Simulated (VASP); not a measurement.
# Al2Cu (I4/mcm) in VASP: notebook, part 2 of 2

VASP 6.6.1. The steps go on from the part before.

## (4) Relaxation of cell and atoms, PBE, target pressure 90 GPa, at which the enthalpy is minimised

This run uses another cell than the first one, of 10.48 Å³/atom.

The input, INCAR:

```
  PREC = Accurate
  ENCUT = 600
  EDIFF = 1E-6
  ISMEAR = 0
  SIGMA = 0.1
  LREAL = False
  LASPH = True
  NELM = 80
  ALGO = Fast
  ISIF = 3
  LWAVE = False
  LCHARG = False
  GGA = PE
  IBRION = 2
  NSW = 70
  EDIFFG = -0.008
  PSTRESS = 900.0
```

The input, KPOINTS:

```
Automatic mesh
0
Gamma
  10 10 10
```

The input, POSCAR:

```
Al2Cu
1.0
   -2.6931405150      2.6931405150      2.1671642975
    2.6931405150     -2.6931405150      2.1671642975
    2.6931405150      2.6931405150     -2.1671642975
Al Cu
4 2
Direct
    0.8434994924      0.6565005076      0.5000000000
    0.6565005076      0.1565005076      0.8130010152
    0.3434994924      0.8434994924      0.1869989848
    0.1565005076      0.3434994924      0.5000000000
    0.2500000000      0.2500000000      0.0000000000
    0.7500000000      0.7500000000      0.0000000000
```

Potentials or basis: VASP PAW PBE potentials, release 64 (Al, Cu).

Run with:

```sh
> cat potpaw_PBE.64/Al/POTCAR potpaw_PBE.64/Cu/POTCAR > POTCAR
> mpirun -np 1 vasp_std > vasp.out
```

OUTCAR:

```text
PREC = Accurate
   ENCUT = 600
   EDIFF = 1E-6
   ISMEAR = 0
   LREAL = False
   LASPH = True
   NELM = 80
   ISIF = 3
   GGA = PE
   IBRION = 2
   NSW = 70
   EDIFFG = -0.008
   PSTRESS = 900.0

 ion  position               nearest neighbor table
   1  0.843  0.657  0.500-   5 2.30   6 2.30   6 2.30   5 2.30   4 2.38   4 2.59   4 2.59   2 2.75
                             3 2.75   2 2.75   3 2.75   3 2.88   2 2.88   3 2.88   2 2.88
   2  0.657  0.157  0.813-   5 2.30   6 2.30   5 2.30   6 2.30   3 2.38   3 2.59   3 2.59   4 2.75
                             1 2.75   1 2.75   4 2.75   1 2.88   4 2.88   1 2.88   4 2.88
   3  0.343  0.843  0.187-   5 2.30   6 2.30   5 2.30   6 2.30   2 2.38   2 2.59   2 2.59   4 2.75
                             1 2.75   1 2.75   4 2.75   1 2.88   4 2.88   1 2.88   4 2.88
   4  0.157  0.343  0.500-   6 2.30   5 2.30   5 2.30   6 2.30   1 2.38   1 2.59   1 2.59   2 2.75
                             3 2.75   2 2.75   3 2.75   3 2.88   2 2.88   2 2.88   3 2.88
   5  0.250  0.250  0.000-   6 2.17   6 2.17   2 2.30   3 2.30   4 2.30   1 2.30   4 2.30   1 2.30
                             2 2.30   3 2.30
   6  0.750  0.750  0.000-   5 2.17   5 2.17   1 2.30   2 2.30   3 2.30   3 2.30   1 2.30   2 2.30
                             4 2.30   4 2.30

  LATTYP: Found a body centered tetragonal cell.
 ALAT       =     5.3862810300
 C/A-ratio  =     0.8046978186

  Lattice vectors:

 A1 = (  -2.6931405150,   2.6931405150,   2.1671642975)
 A2 = (   2.6931405150,  -2.6931405150,   2.1671642975)
 A3 = (   2.6931405150,   2.6931405150,  -2.1671642975)

[... 194 lines left out ...]
  Total       30.1133637     30.1133637     30.5129387      0.0000000      0.0000000      0.0000000
  in kB      767.3614841    767.3614841    777.5436227      0.0000000      0.0000000      0.0000000
  external PRESSURE =    -129.2444697 kB  Pullay stress =     900.0000000 kB
[... 239 lines left out ...]
--------------------------------------- Ionic step        7  -------------------------------------------

 number of electron      34.0000015 magnetization

 Free energy of the ion-electron system (eV)
  ---------------------------------------------------
  ext. energy  EPLUGINS =         0.00000000
  ---------------------------------------------------
  free energy    TOTEN  =       -17.67209639 eV

  energy without entropy =      -17.66503516  energy(sigma->0) =      -17.66856577

 E-fermi :  13.0674     XC(G=0): -12.5917

 val. band max:       13.0600907184   @ k =   0.5000   0.2000   0.1000
 cond. band min:      13.0890921061   @ k =  -0.2000   0.4000   0.2000
 fundamental gap:      0.0290013877
 Fermi energy:        13.0673550893

 k-point     1 :       0.0000    0.0000    0.0000
  band No.  band energies     occupation
      1      -0.7970      2.00000
      2       5.5407      2.00000
      3       5.5578      2.00000
      4       5.5578      2.00000
      5       5.5696      2.00000
      6       6.9910      2.00000
[... 565 lines left out ...]
     20      16.3921      0.00000
     21      16.9698      0.00000

 [... further k-points ...]

------------------------ aborting loop because EDIFF is reached ----------------------------------------

  FORCE on cell =-STRESS in cart. coord.  units (eV):
  Direction    XX          YY          ZZ          XY          YZ          ZX
  --------------------------------------------------------------------------------------
  -------------------------------------------------------------------------------------
  Total       34.1965500     34.1965500     34.1469492      0.0000000     -0.0000000      0.0000000
  in kB      900.1837990    900.1837990    898.8781170      0.0000000     -0.0000000      0.0000000
  external PRESSURE =      -0.2514284 kB  Pullay stress =     900.0000000 kB
[... 25 lines left out ...]
  energy  without entropy=      -17.6650351595  energy(sigma->0) =      -17.66856577

  enthalpy is  TOTEN    =        16.5174713564 eV   P V=       34.1895677463

 reached required accuracy - stopping structural energy minimisation
```

OSZICAR:

```text
N       E                     dE             d eps       ncg     rms          rms(c)
DAV:   1     0.221986966854E+03    0.22199E+03   -0.16092E+04  4284   0.229E+03
DAV:   2    -0.962175085357E+01   -0.23161E+03   -0.22503E+03  4284   0.385E+02
DAV:   3    -0.245338575819E+02   -0.14912E+02   -0.14283E+02  5538   0.124E+02
[... 93 lines left out ...]
RMM:   4    -0.176720401366E+02    0.67016E-05   -0.61941E-05  4571   0.751E-02    0.416E-03
RMM:   5    -0.176720402100E+02   -0.73377E-07   -0.97645E-06  3877   0.422E-02
   6 F= 0.16517471E+02 E0= 0.16521004E+02  d E =-.115871E-02
       N       E                     dE             d eps       ncg     rms          rms(c)
DAV:   1    -0.176720964889E+02   -0.56352E-04   -0.13301E-05  6381   0.369E-02    0.347E-03
RMM:   2    -0.176720963898E+02    0.99049E-07   -0.38758E-07  2235   0.697E-03
   7 F= 0.16517471E+02 E0= 0.16521002E+02  d E =-.115863E-02
```

CONTCAR:

```text
Al2Cu
   1.00000000000000
    -2.6613282738223458    2.6613282738223458    2.1483488113895559
     2.6613282738223458   -2.6613282738223458    2.1483488113895559
     2.6613282738223458    2.6613282738223458   -2.1483488113895559
  Al              Cu
     4     2
Direct
     0.8440931939263038    0.6559068060736962    0.5000000000000000
     0.6559068060736962    0.1559068060736963    0.8118136121473926
     0.3440931939263037    0.8440931939263038    0.1881863878526075
     0.1559068060736963    0.3440931939263037    0.5000000000000000
     0.2500000000000000    0.2500000000000000    0.0000000000000000
     0.7500000000000000    0.7500000000000000    0.0000000000000000

  0.00000000E+00  0.00000000E+00  0.00000000E+00
  0.00000000E+00  0.00000000E+00  0.00000000E+00
  0.00000000E+00  0.00000000E+00  0.00000000E+00
  0.00000000E+00  0.00000000E+00  0.00000000E+00
  0.00000000E+00  0.00000000E+00  0.00000000E+00
  0.00000000E+00  0.00000000E+00  0.00000000E+00
```

Run time: 29 min. Hardware: 1 thread of Intel Xeon 8259CL, shared host; peak memory 0.33 GiB.

What came out:

```yaml
Free_energy: -17.6721 eV
Relaxed_volume: 10.14 Å³/atom
Relaxed_cell: a = 4.334 Å, b = 4.334 Å, c = 4.334 Å, α = 104.23°, β = 104.23°, γ = 120.56°
Space_group_after_relaxing_to_0.1_Å: I4/mcm (No. 140)
Energy_change_on_relaxing_the_run_minimises_the_enthalpy: +174.0 meV/atom
Ionic_steps: 7
Pressure_after_relaxing: 90.0 GPa
Largest_force_after_relaxing: 0.008 eV/Å
Band_gap_on_the_k_mesh: zero (bands 17 and 18 overlap by 5.44 eV)
```

Forces in eV/Å, atoms in the order of the input:
```
Al  -0.006  0.006  0.000
Al  -0.006 -0.006  0.000
Al   0.006  0.006  0.000
Al   0.006 -0.006  0.000
Cu   0.000  0.000  0.000
Cu   0.000  0.000  0.000
```

The path:
| step | energy change (eV) | largest force (eV/Å) | pressure (GPa) | volume (Å³) |
| --- | --- | --- | --- | --- |
| 1 | 0.0000 | 0.0913 | 77.08 | 62.87 |
| 2 | 4.7826 | 0.1797 | 135.98 | 55.49 |
| 3 | 1.0013 | 0.1132 | 89.51 | 60.94 |
| 4 | 1.0424 | 0.1135 | 90.08 | 60.87 |
| 5 | 1.0451 | 0.0299 | 89.84 | 60.86 |
| 6 | 1.0440 | 0.0057 | 90.18 | 60.86 |
| 7 | 1.0440 | 0.0079 | 89.97 | 60.86 |

Final structure:
```
CELL_PARAMETERS angstrom
-2.66133 2.66133 2.14835
2.66133 -2.66133 2.14835
2.66133 2.66133 -2.14835
ATOMIC_POSITIONS crystal
Al 0.84409 0.65591 0.50000
Al 0.65591 0.15591 0.81181
Al 0.34409 0.84409 0.18819
Al 0.15591 0.34409 0.50000
Cu 0.25000 0.25000 0.00000
Cu 0.75000 0.75000 0.00000
```

Caveat: the cell is relaxed towards a set pressure, so the run minimises the enthalpy, not the energy.

## (5) The runs side by side

| task | cell | cutoff (eV) | gap on the mesh (eV) | pressure (GPa) | largest force (eV/Å) |
| --- | --- | --- | --- | --- | --- |
| single point | a = 4.866 Å, angles 104.2, 104.2, 120.6°, 6 atoms, atomic positions A | 520 | none | 4.2 | - |
| single point | a = 4.911 Å, angles 104.2, 104.2, 120.6°, 6 atoms, atomic positions A | 520 | none | 1.1 | 0.01 |
| relaxation of cell and atoms | relaxed to 90 GPa from a = 4.382 Å, angles 104.2, 104.2, 120.7°, 6 atoms, atomic positions B | 600 | none | 90.0 | 0.01 |

Alike in all rows: level PBE; potentials or basis VASP PAW PBE potentials, release 64 (Al, Cu); no spin polarisation; k mesh 10 × 10 × 10; smearing gaussian 0.1 eV.

Caveats: the cell stands under pressure (at least some runs); the cell is relaxed towards a set pressure, so the run minimises the enthalpy, not the energy (at least some runs).

Total energies depend on the potentials used, so only differences within one code and one set of settings carry meaning.
